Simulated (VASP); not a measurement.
Write the native input for VASP 6.6.1 that does the following.

```
Task                   : single point
Functional             : PBEsol
Potentials or basis    : VASP PAW PBE potentials, release 64 (W_sv, S)
Cutoff                 : 520 eV
k mesh                 : 12 × 12 × 2
Occupations            : gaussian, width 0.05 eV
Spin                   : no spin polarisation
Dipole correction      : no
Further INCAR settings : ALGO = Normal; EDIFF = 1e-06; NBANDS = 20
```

The structure of WS2 lies in POSCAR:

```
WS2
1.0
    3.1457762248      0.0000000000      0.0000000000
   -1.5728881124      2.7243221253      0.0000000000
    0.0000000000      0.0000000000     16.9534210846
W S
1 2
Direct
    0.2697560202      0.6666666667      0.0000000000
    0.6666666667      0.3333333333      0.9075761491
    0.6666666667      0.3333333333      0.0924238509
```

This cell differs from its parent crystal: atom 1 (W) moved by (-0.200, +0.000) A along x and y.

One way to write it, as run:

INCAR

```
PREC = Accurate
ENCUT = 520
EDIFF = 1E-6
ISMEAR = 0
SIGMA = 0.05
LREAL = False
LASPH = True
NELM = 60
ALGO = Normal
ISIF = 2
LWAVE = False
LCHARG = True
GGA = PS
LELF = True
LVHAR = True
NBANDS = 20
```

KPOINTS

```
Automatic mesh
0
Gamma
  12 12 2
```

Potentials or basis: VASP PAW PBE potentials, release 64 (W_sv, S).

Command:

```bash
$ cat potpaw_PBE.64/W_sv/POTCAR potpaw_PBE.64/S/POTCAR > POTCAR
$ mpirun -np 1 vasp_std > vasp.out
```

Results of the run:

```json
{
 "Largest force": "4.290 eV/Å",
 "Band gap on the k mesh": "1.72 eV (least direct gap 1.89 eV)"
}
```

Caveat: the cell differs from its parent crystal (atom 1 (W) moved by (-0.200, +0.000) A along x and y); there is no dipole correction, which matters where the two faces differ; the PAW data sets were made with another functional, which shifts forces and pressure a little; spin-orbit coupling is left out, which moves the levels of the heavy elements.

It took 10 min on 1 thread of AMD EPYC 7R13 Processor (Zen 3), on a shared host, peak memory 0.49 GiB.
